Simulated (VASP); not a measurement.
# Be15S16 (a cell with a defect) in VASP: further runs, part 2 of 3

VASP 6.6.1.

### 3 Single point, PBE, collinear spin (atoms taken out, then relaxed in part)

The input, INCAR:

```
SYSTEM = Be15S16
PREC = Accurate
ENCUT = 520
EDIFF = 1E-6
ISMEAR = 0
SIGMA = 0.01
LREAL = Auto
LASPH = .True.
NELM = 200
ALGO = Normal
ISIF = 2
LWAVE = .False.
LCHARG = .False.
ISPIN = 2
MAGMOM = 0 0 0 0 0 0 0 0 0 0 0 0 0 0 0 0.25 0 0 0 0 0 0 0.25 0 0.25 0 0 0 0 0 0.25
LORBIT = 11
GGA = PE
NELECT = 127.0
NBANDS = 88
GGA_COMPAT = .False.
```

The input, KPOINTS:

```
Automatic mesh
0
Gamma
  2 2 2
  0.5 0.5 0.5
```

The input, POSCAR:

```
Be15S16
1.0
    4.8761188970      4.8761188970      4.8761188970
   -4.8761188970     -4.8761188970      4.8761188970
    4.8761188970     -4.8761188970     -4.8761188970
Be S
15 16
Direct
   -0.0040690828     -0.0012221198      0.0000000000
    0.7500000000      0.4959309172      0.7487778802
   -0.0040690828      0.2500000000      0.7487778802
    0.2528469630      0.0040690828      0.7540690828
    0.2500000000      0.7500000000      0.0000000000
    0.4987778802      0.4959309172      0.0000000000
    0.7500000000     -0.0012221198      0.2459309172
    0.7500000000      0.7500000000      0.5000000000
    0.0012221198      0.5012221198      0.4971530370
    0.2500000000      0.2500000000      0.5000000000
    0.5040690828      0.0040690828      0.5028469630
    0.5040690828      0.7528469630      0.7540690828
    0.0012221198      0.7471530370      0.2512221198
    0.2471530370      0.5012221198      0.2512221198
    0.4987778802      0.2500000000      0.2459309172
    0.7500000000      0.2500000000      0.7433988272
   -0.0016651109     -0.0002997674      0.7497002326
    0.7500000000      0.5002997674      0.4986346565
    0.0002997674      0.2500000000      0.4986346565
    0.2513653435      0.0016651109      0.5013653435
    0.2513653435      0.7513653435      0.7516651109
    0.4997002326      0.4983348891      0.7497002326
    0.7500000000     -0.0066011728      0.0000000000
    0.7500000000      0.7486346565      0.2502997674
    0.0066011728      0.5066011728      0.2566011728
    0.2486346565      0.2500000000      0.2502997674
    0.4997002326     -0.0002997674      0.2483348891
    0.5016651109      0.7513653435      0.5013653435
    0.0002997674      0.7486346565      0.0000000000
    0.2486346565      0.5002997674      0.0000000000
    0.4933988272      0.2500000000      0.0000000000
```

Potentials or basis: VASP PAW PBE potentials, release 64 (Be, S).

The run is started by

```console
cat potpaw_PBE.64/Be/POTCAR potpaw_PBE.64/S/POTCAR > POTCAR
mpirun -np 1 vasp_std > vasp.out
```

OUTCAR:

```text
SYSTEM = Be15S16
   PREC = Accurate
   ENCUT = 520
   EDIFF = 1E-6
   ISMEAR = 0
   LREAL = Auto
   LASPH = .True.
   NELM = 200
   ISIF = 2
   ISPIN = 2
   LORBIT = 11
   GGA = PE
   NELECT = 127.0

 ion  position               nearest neighbor table
   1  0.996  0.999  0.000-  23 2.06  17 2.12  26 2.12  29 2.13
   2  0.750  0.496  0.749-  16 2.06  22 2.12  29 2.12  18 2.13
   3  0.996  0.250  0.749-  16 2.06  17 2.12  30 2.12  19 2.13
   4  0.253  0.004  0.754-  31 2.06  21 2.12  20 2.12  17 2.13
   5  0.250  0.750  0.000-  21 2.11  27 2.11  29 2.11  30 2.11
   6  0.499  0.496  0.000-  31 2.06  24 2.12  22 2.12  30 2.13
   7  0.750  0.999  0.246-  23 2.06  19 2.12  27 2.12  24 2.13
   8  0.750  0.750  0.500-  17 2.11  18 2.11  24 2.11  28 2.11
   9  0.001  0.501  0.497-  25 2.06  19 2.12  18 2.12  21 2.13
  10  0.250  0.250  0.500-  19 2.11  20 2.11  22 2.11  26 2.11
  11  0.504  0.004  0.503-  16 2.06  20 2.12  28 2.12  27 2.13
  12  0.504  0.753  0.754-  23 2.06  21 2.12  28 2.12  22 2.13
  13  0.001  0.747  0.251-  25 2.06  24 2.12  29 2.12  20 2.13
  14  0.247  0.501  0.251-  25 2.06  26 2.12  30 2.12  28 2.13
  15  0.499  0.250  0.246-  31 2.06  27 2.12  18 2.12  26 2.13
  16  0.750  0.250  0.743-   2 2.06   3 2.06  11 2.06
  17  0.998  1.000  0.750-   8 2.11   3 2.12   1 2.12   4 2.13
  18  0.750  0.500  0.499-   8 2.11   9 2.12  15 2.12   2 2.13
  19  0.000  0.250  0.499-  10 2.11   9 2.12   7 2.12   3 2.13
  20  0.251  0.002  0.501-  10 2.11   4 2.12  11 2.12  13 2.13
  21  0.251  0.751  0.752-   5 2.11   4 2.12  12 2.12   9 2.13
  22  0.500  0.498  0.750-  10 2.11   6 2.12   2 2.12  12 2.13
  23  0.750  0.993  0.000-   1 2.06   7 2.06  12 2.06
  24  0.750  0.749  0.250-   8 2.11   6 2.12  13 2.12   7 2.13
  25  0.007  0.507  0.257-   9 2.06  13 2.06  14 2.06
  26  0.249  0.250  0.250-  10 2.11   1 2.12  14 2.12  15 2.13
  27  0.500  1.000  0.248-   5 2.11   7 2.12  15 2.12  11 2.13
  28  0.502  0.751  0.501-   8 2.11  11 2.12  12 2.12  14 2.13
  29  0.000  0.749  0.000-   5 2.11   2 2.12  13 2.12   1 2.13
  30  0.249  0.500  0.000-   5 2.11   3 2.12  14 2.12   6 2.13
  31  0.493  0.250  0.000-   4 2.06   6 2.06  15 2.06

  LATTYP: Found a body centered cubic cell.
 ALAT       =     9.7522377940

  Lattice vectors:

 A1 = (   4.8761188970,   4.8761188970,   4.8761188970)
 A2 = (  -4.8761188970,  -4.8761188970,   4.8761188970)
 A3 = (   4.8761188970,  -4.8761188970,  -4.8761188970)

Analysis of symmetry for initial positions (statically):
=====================================================================
 Subroutine PRICEL returns:
 Original cell was already a primitive cell.

 Routine SETGRP: Setting up the symmetry group for a
 body centered cubic supercell.

 Subroutine GETGRP returns: Found 24 space group operations
 (whereof  2 operations were pure point group operations)
 out of a pool of 48 trial point group operations.

The static configuration has the point symmetry C_1h.
 The point group associated with its full space group is T_d .

Analysis of symmetry for dynamics (positions and initial velocities):
=====================================================================
 Subroutine PRICEL returns:
 Original cell was already a primitive cell.

 Routine SETGRP: Setting up the symmetry group for a
 body centered cubic supercell.

 Subroutine GETGRP returns: Found 24 space group operations
 (whereof  2 operations were pure point group operations)
 out of a pool of 48 trial point group operations.

The dynamic configuration has the point symmetry C_1h.
[... 165 lines left out ...]
   ISMEAR =     0;   SIGMA  =   0.01  broadening in eV -4-tet -1-fermi 0-gaus
   EFERMI_NEDOS =   21; number of points for ismear=-14 and -15
   IALGO  =     38    algorithm
   IMIX   =      4    mixing-type and parameters
     AMIX     =   0.40;   BMIX     =  1.00
     AMIX_MAG =   1.60;   BMIX_MAG =  1.00
  volume/ion in A,a.u.               =      14.96       100.95
  Fermi-wavevector in a.u.,A,eV,Ry     =   1.063119  2.009003 15.377597  1.130222
  Thomas-Fermi vector in A             =   2.198593
   LORBIT       =     11    0 simple, 1 ext, 2 COOP (PROOUT), +10 PAW based schemes
   GGA     = PE    functional components
   LHFCALC =     F    Hartree Fock is set to
   AEXX    =    0.0000 exact exchange contribution
   IVDW    =     0    specifies the selected vdW correction
   LEPSILON=     F    determine dielectric tensor
   LRPA    =     F    only Hartree local field effects (RPA)
 spin polarized calculation
 Gauss-broadening in eV      SIGMA  =   0.01
  energy-cutoff  :      520.00
  volume of cell :      463.75
 maximum number of plane-waves:     12532
 NGX is ok and might be reduce to    64
   NGX = 31   NGY = 31   NGZ = 31

 number of electron     126.9999997 magnetization       1.0000000

 Free energy of the ion-electron system (eV)
  ---------------------------------------------------
  ext. energy  EPLUGINS =         0.00000000
  ---------------------------------------------------
  free energy    TOTEN  =      -147.74307304 eV

  energy without entropy =     -147.74042297  energy(sigma->0) =     -147.74174800

 E-fermi :   3.9457     XC(G=0):  -9.6115

 val. band max:        3.9388546043   @ k =  -0.2500   0.2500   0.2500
 cond. band min:       4.0130176453   @ k =   0.2500   0.2500   0.2500
 fundamental gap:      0.0741630410
 Fermi energy:         3.9456952773

 spin component 1

 k-point     1 :       0.2500    0.2500    0.2500
  band No.  band energies     occupation
      1      -9.2273      1.00000
      2      -9.2273      1.00000
      3      -9.2273      1.00000
      4      -8.9421      1.00000
      5      -8.1202      1.00000
      6      -8.1202      1.00000
[... 145 lines left out ...]
     74       9.6120      0.00000
     75       9.6524      0.00000
 Fermi energy:         3.9456952773

 spin component 2

 k-point     1 :       0.2500    0.2500    0.2500
  band No.  band energies     occupation
      1      -9.2008      1.00000
      2      -9.2008      1.00000
      3      -9.2008      1.00000
      4      -8.8885      1.00000
      5      -8.0984      1.00000
      6      -8.0984      1.00000
[... 145 lines left out ...]
     74       9.6201      0.00000
     75       9.6698      0.00000
 [bands above 75 left out]

------------------------ aborting loop because EDIFF is reached ----------------------------------------

  FORCE on cell =-STRESS in cart. coord.  units (eV):
  Direction    XX          YY          ZZ          XY          YZ          ZX
  --------------------------------------------------------------------------------------
  -------------------------------------------------------------------------------------
  Total        9.4706032      9.4706032      9.4706032      0.0000000      0.0000000     -0.0000000
  in kB       32.7194030     32.7194030     32.7194030      0.0000000      0.0000000     -0.0000000
  external PRESSURE =      32.7194030 kB  Pullay stress =       0.0000000 kB

 VOLUME and BASIS-vectors are now :
 -----------------------------------------------------------------------------
  energy-cutoff  :      520.00
  volume of cell :      463.75
      direct lattice vectors                 reciprocal lattice vectors
     4.876118897  4.876118897  4.876118897     0.102540568  0.000000000  0.102540568
    -4.876118897 -4.876118897  4.876118897     0.000000000 -0.102540568  0.102540568
     4.876118897 -4.876118897 -4.876118897     0.102540568 -0.102540568  0.000000000

 POSITION                                       TOTAL-FORCE (eV/Angst)
 -----------------------------------------------------------------------------------
     -0.01388     -0.01388      9.72644         0.000871      0.000871     -0.012307
      4.89000     -2.41226      2.42418        -0.000871      0.012307      0.000871
      7.28838     -0.01388      2.42418        -0.012307      0.000871      0.000871
      4.89000     -2.46386     -2.42418        -0.000871     -0.012307     -0.000871
     -2.43806     -2.43806      4.87612        -0.000000     -0.000000     -0.000000
      0.01388      0.01388      4.85032        -0.000871     -0.000871     -0.012307
[... 23 lines left out ...]
     -1.22715     -1.22715      3.65189        -0.002909     -0.002909      0.002387
      1.18684      1.18684      3.62490        -0.001245     -0.001245     -0.001245
 -----------------------------------------------------------------------------------
    total drift:                                0.000003     -0.000003      0.000003

  FREE ENERGIE OF THE ION-ELECTRON SYSTEM (eV)
  ---------------------------------------------------
  free  energy   TOTEN  =      -147.7430730378 eV

  energy  without entropy=     -147.7404229684  energy(sigma->0) =     -147.74174800

 total charge

# of ion       s       p       d       tot
------------------------------------------
    1        0.388   0.648   0.000   1.036
    2        0.388   0.648   0.000   1.036
    3        0.388   0.648   0.000   1.036
    4        0.388   0.648   0.000   1.036
    5        0.390   0.655   0.000   1.045
    6        0.388   0.648   0.000   1.036
[... 23 lines left out ...]
   30        1.308   2.523   0.000   3.831
   31        1.321   2.488   0.000   3.808
--------------------------------------------------
tot         26.814  49.965   0.000  76.778

 magnetization (x)

# of ion       s       p       d       tot
------------------------------------------
    1       -0.001   0.001   0.000   0.000
    2       -0.001   0.001   0.000   0.000
    3       -0.001   0.001   0.000   0.000
    4       -0.001   0.001   0.000   0.000
    5        0.000   0.003   0.000   0.003
    6       -0.001   0.001   0.000   0.000
[... 23 lines left out ...]
   30        0.001   0.015   0.000   0.016
   31        0.005   0.110   0.000   0.115
--------------------------------------------------
tot          0.021   0.640   0.000   0.661
```

Wall time 3.8 min (1 thread of Intel Xeon 6975P-C (Granite Rapids), shared host); peak memory 0.77 GiB.

What came out:

```
Free energy                                           : -147.7431 eV
Largest force                                         : 0.012 eV/Å
Net moment                                            : 1.00 μB per cell
Site moments                                          : Be +0.00; S +0.12, +0.02 (each value once) μB
Valence electrons inside the program's atomic spheres : Be 1.04; S 3.81, 3.83 (each value once)
```

Forces in eV/Å, atoms in the order of the input:
```
Be   0.001  0.001 -0.012
Be  -0.001  0.012  0.001
Be  -0.012  0.001  0.001
Be  -0.001 -0.012 -0.001
Be   0.000  0.000  0.000
Be  -0.001 -0.001 -0.012
Be   0.001  0.012 -0.001
Be   0.000  0.000  0.000
Be   0.001 -0.001  0.012
Be   0.000  0.000  0.000
Be  -0.001  0.001  0.012
Be   0.012  0.001 -0.001
Be   0.012 -0.001  0.001
Be   0.001 -0.012  0.001
Be  -0.012 -0.001 -0.001
S   -0.001  0.001  0.001
S   -0.003  0.002 -0.003
S   -0.003 -0.002  0.003
S    0.002  0.003  0.003
S   -0.002 -0.003  0.003
S    0.003 -0.003 -0.002
S   -0.002  0.003 -0.003
S    0.001  0.001 -0.001
S    0.003 -0.002 -0.003
S    0.001 -0.001  0.001
S    0.002 -0.003 -0.003
S   -0.003  0.003 -0.002
S    0.003  0.002  0.003
S    0.003  0.003  0.002
S   -0.003 -0.003  0.002
S   -0.001 -0.001 -0.001
```

Caveat: the k points lie up to 0.46 Å⁻¹ apart; the cell carries a net charge on a neutralising background, which shifts energy and pressure; the cell differs from its parent crystal (atoms taken out, then relaxed in part); the cell is charged against a uniform background, so pressure and absolute levels hang on convention.

[end of part 2 of 3]
